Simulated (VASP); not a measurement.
Write the native input for VASP 6.6.1 that does the following.

```yaml
Task: relaxation of cell and atoms
Functional: BLYP
Potentials_or_basis: VASP PAW PBE potentials, release 64 (Lu)
Cutoff: 600 eV
k_mesh: 11 × 11 × 11
Occupations: fermi-dirac, width 0.1 eV
Spin: no spin polarisation
Dipole_correction: no
Further_INCAR_settings: ALGO = Normal; EDIFF = 1e-06; IBRION = 2; EDIFFG = -0.01; NSW = 80; ISIF = 3
```

The structure of Lu lies in POSCAR:

```
Lu
1.0
    0.0000000000      2.4523337552      2.4523337552
    2.4523337552      0.0000000000      2.4523337552
    2.4523337552      2.4523337552      0.0000000000
Lu
1
Direct
    0.0000000000      0.0000000000      0.0000000000
```

One way to write it, as run:

INCAR

```
PREC = Accurate
ENCUT = 600
EDIFF = 1E-6
ISMEAR = -1
SIGMA = 0.1
LREAL = F
LASPH = T
NELM = 60
ALGO = Normal
ISIF = 3
LWAVE = F
LCHARG = F
GGA = B5
ALDAX = 1.0
AGGAX = 1.0
AGGAC = 1.0
ALDAC = 0.0
IBRION = 2
NSW = 80
EDIFFG = -0.01
```

KPOINTS

```
regular mesh
0
Gamma
  11 11 11
```

Potentials or basis: VASP PAW PBE potentials, release 64 (Lu).

Launch:

```sh
$ cat potpaw_PBE.64/Lu/POTCAR > POTCAR
$ mpirun -np 1 vasp_std > vasp.out
```

Results of the run:

* Relaxed volume: 29.81 Å³/atom
* Relaxed cell: a = 3.481 Å, b = 3.481 Å, c = 3.481 Å, α = 60.00°, β = 60.00°, γ = 60.00°
* Space group after relaxing (to 0.05 Å): Fm-3m (No. 225)
* Energy gained by relaxing: 0.5 meV/atom
* Ionic steps: 2
* Pressure after relaxing: 0.0 GPa

Caveat: the PAW data sets were made with another functional, which shifts forces and pressure a little.

It took 51 s on 1 thread of Intel(R) Xeon(R) Platinum 8559C (Emerald Rapids) (shared host), peak memory 0.19 GiB.
